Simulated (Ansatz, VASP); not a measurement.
BN: VASP beside Ansatz

File INCAR:

```
SYSTEM = BN
PREC = Accurate ; ENCUT = 600
EDIFF = 1E-6 ; ISMEAR = -1
SIGMA = 0.05 ; LREAL = .FALSE.
LASPH = .TRUE. ; NELM = 60
ALGO = Normal ; ISIF = 3
LWAVE = .FALSE. ; LCHARG = .FALSE.
GGA = PE ; IVDW = 13
IBRION = 2 ; NSW = 80
EDIFFG = -0.02
```

Contents of KPOINTS:

```
regular mesh
0
G
  13 13 13
  0 0 0
```

POSCAR

```
BN
1.0
    0.0000000000      1.8130010000      1.8130010000
    1.8130010000      0.0000000000      1.8130010000
    1.8130010000      1.8130010000      0.0000000000
N B
1 1
Direct
    0.2500000000      0.2500000000      0.2500000000
    0.0000000000      0.0000000000      0.0000000000
```

input.yaml

```yaml
crystal:
  lattice:
    - [0.0, 1.813001, 1.813001]
    - [1.813001, 0.0, 1.813001]
    - [1.813001, 1.813001, 0.0]
  atoms:
    - { symbol: "N", position: [0.25, 0.25, 0.25] }
    - { symbol: B, position: [0.0, 0.0, 0.0] }
kpoints:
  mp_grid: { grid: [13, 13, 13] }
scf:
  occupations: { method: fermi_dirac, width: 0.05 }
hamiltonian:
  xc: pbe
  dispersion: d4
  pseudopotentials: { kind: all_electron, lapw: { basis_error: 0.001 } }
output:
  forces: true
  stress: true
relax:
  f_tol: 0.02
  max_steps: 60
  cell: {}
```

Alike in both runs: task relaxation of cell and atoms; functional PBE; dispersion D4; k mesh 13 × 13 × 13; occupations fermi-dirac, width 0.05 eV; no spin polarisation.

```csv
,VASP,Ansatz
version,VASP 6.6.1,Ansatz 0.2.0
potentials or method,"VASP PAW PBE potentials, release 64 (N, B), cutoff 600 eV","all-electron LAPW, scalar-relativistic"
```

Ansatz gave:

| Property | Result |
| --- | --- |
| relaxed volume (Å³/atom) | 5.87 |
| relaxed cell length with the largest relative difference (Å) | 2.550 |

What did VASP give for the same quantities?

Relaxed volume (Å³/atom): 5.86; relaxed cell length with the largest relative difference (Å): 2.550.

Ansatz ran all-electron here, and VASP with PAW potentials.
